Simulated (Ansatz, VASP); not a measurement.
**One calculation of AlN, two programs**

Contents of INCAR:

```
ALGO = Normal
EDIFF = 1E-6
ENCUT = 520
GGA = PE
ISIF = 2
ISMEAR = 0
LASPH = T
LCHARG = F
LREAL = F
LWAVE = F
NBANDS = 26
NELM = 60
PREC = Accurate
SIGMA = 0.05
```

Contents of KPOINTS:

```
k-points
0
Gamma
  8 8 3
```

Contents of POSCAR:

```
AlN
1.0
   -3.1110021516      0.0000000000      0.0000000000
   -1.5555010758     -2.6942068945      0.0000000000
   -3.4998774205     -2.0206551709      9.9560000000
Al N
4 4
Direct
   -0.3444791667     -0.3444791667      0.9037500000
    0.0305208333      0.0305208333      0.4037500000
    0.5513541667      0.5513541667      0.1537500000
    0.1763541667      0.1763541667      0.6537500000
    0.2611458333      0.2611458333      0.0962500000
   -0.1138541667     -0.1138541667      0.5962500000
    0.4069791667      0.4069791667      0.3462500000
    0.0319791667      0.0319791667      0.8462500000
```

Input for Ansatz:

```yaml
crystal:
  lattice:
    - [-3.1110021516, 0.0, 0.0]
    - [-1.5555010758, -2.6942068945, 0.0]
    - [-3.4998774205, -2.0206551709, 9.956]
  atoms:
    - { symbol: Al, position: [-0.3444791667, -0.3444791667, 0.90375] }
    - { symbol: Al, position: [0.0305208333, 0.0305208333, 0.40375] }
    - { symbol: Al, position: [0.5513541667, 0.5513541667, 0.15375] }
    - { symbol: Al, position: [0.1763541667, 0.1763541667, 0.65375] }
    - { symbol: "N", position: [0.2611458333, 0.2611458333, 0.09625] }
    - { symbol: "N", position: [-0.1138541667, -0.1138541667, 0.59625] }
    - { symbol: "N", position: [0.4069791667, 0.4069791667, 0.34625] }
    - { symbol: "N", position: [0.0319791667, 0.0319791667, 0.84625] }
basis:
  ecutwfc: 420
kpoints:
  mp_grid: { grid: [8, 8, 3] }
hamiltonian:
  xc: pbe
scf:
  occupations: { method: gaussian, width: 0.05 }
output:
  forces: true
  stress: true
  eigenvalues: true
```

Alike in both runs: task single point; functional PBE; k mesh 8 × 8 × 3; occupations gaussian, width 0.05 eV; no spin polarisation.

|  | VASP | Ansatz |
| --- | --- | --- |
| version | VASP 6.6.1 | Ansatz 0.2.0 |
| potentials or method | VASP PAW PBE potentials, release 64 (Al, N), cutoff 520 eV | scalar-relativistic, plane waves, PAW |
| valence electrons in the cell | 32 | 32 |

Ansatz gave:

| Quantity | Value |
| --- | --- |
| gap on the k mesh at the Fermi level (eV) | 3.02 |
| least direct gap on the mesh (eV) | 3.37 |
| pressure (GPa) | 2.8 |
| traceless stress, the component that is largest in VASP (GPa) | 6.02 |
| rms of the force components (eV/Å) | 0.534 |

Estimate VASP's values.

gap on the k mesh at the Fermi level (eV): 3.01; least direct gap on the mesh (eV): 3.38; pressure (GPa): 2.6; traceless stress, the component that is largest in VASP (GPa): 6.04; rms of the force components (eV/Å): 0.533.

Atom by atom the forces differ by 0.004 eV/Å (rms over components).
